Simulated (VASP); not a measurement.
Wanted: the native input for a VASP 6.6.1 run.

* Task: single point
* Functional: PBEsol
* Potentials or basis: VASP PAW PBE potentials, release 64 (In_d, P, Al, As)
* Cutoff: 400 eV
* k mesh: 4 × 4 × 2
* Occupations: fermi-dirac, width 0.05 eV
* Spin: collinear spin
* Starting moments: [0.167, 0.167, 0.167, 0.167, 0.167, 0.167] μB
* Dipole correction: no
* Further INCAR settings: ALGO = Normal; EDIFF = 1e-06; NBANDS = 35

The structure of AlIn2AsP2 (an interface model) lies in POSCAR:

```
AlIn2AsP2
1.0
    2.8370490000     -2.8370490000      0.0000000000
    0.0000000000      2.8370490000     -2.8370490000
    5.9119950000      5.9119950000      5.9119950000
In P Al As
2 2 1 1
Direct
    0.9701270000      0.9777090000      0.0050970000
    0.3944160000      0.7261450000      0.3531880000
    0.0203630000      0.9915260000      0.2556420000
    0.3489270000      0.6792590000      0.5900740000
    0.7158580000      0.3729310000      0.6754240000
    0.6754830000      0.3677500000      0.9136060000
```

One way to write it, as run:

INCAR

```
SYSTEM = AlIn2AsP2
PREC = Accurate
ENCUT = 400
EDIFF = 1E-6
ISMEAR = -1
SIGMA = 0.05
LREAL = .False.
LASPH = .True.
NELM = 200
ALGO = Normal
ISIF = 2
LWAVE = .False.
LCHARG = .False.
ISPIN = 2
MAGMOM = 0.167 0.167 0.167 0.167 0.167 0.167
LORBIT = 11
GGA = PS
NBANDS = 35
GGA_COMPAT = .False.
```

KPOINTS

```
Automatic mesh
0
Gamma
  4 4 2
  0 0 0
```

Potentials or basis: VASP PAW PBE potentials, release 64 (In_d, P, Al, As).

The run is started by

```bash
$ cat potpaw_PBE.64/In_d/POTCAR potpaw_PBE.64/P/POTCAR potpaw_PBE.64/Al/POTCAR potpaw_PBE.64/As/POTCAR > POTCAR
$ mpirun -np 1 vasp_std > vasp.out
```

It gave:

```
Pressure                                              : 4.0 GPa
Largest force                                         : 3.126 eV/Å
Band gap on the k mesh                                : 0.54 eV
Net moment                                            : 0.00 μB per cell
Valence electrons inside the program's atomic spheres : In 11.63, 11.59; P 2.53; Al 0.74; As 2.94
```

Caveat: the k points lie up to 0.45 Å⁻¹ apart; the PAW data sets were made with another functional, which shifts forces and pressure a little; spin-orbit coupling is left out, which moves the levels of the heavy elements.

Wall time 89 s on 1 thread of AMD EPYC 9R45 96-Core Processor (Zen 5) (shared host), peak memory 0.3 GiB.
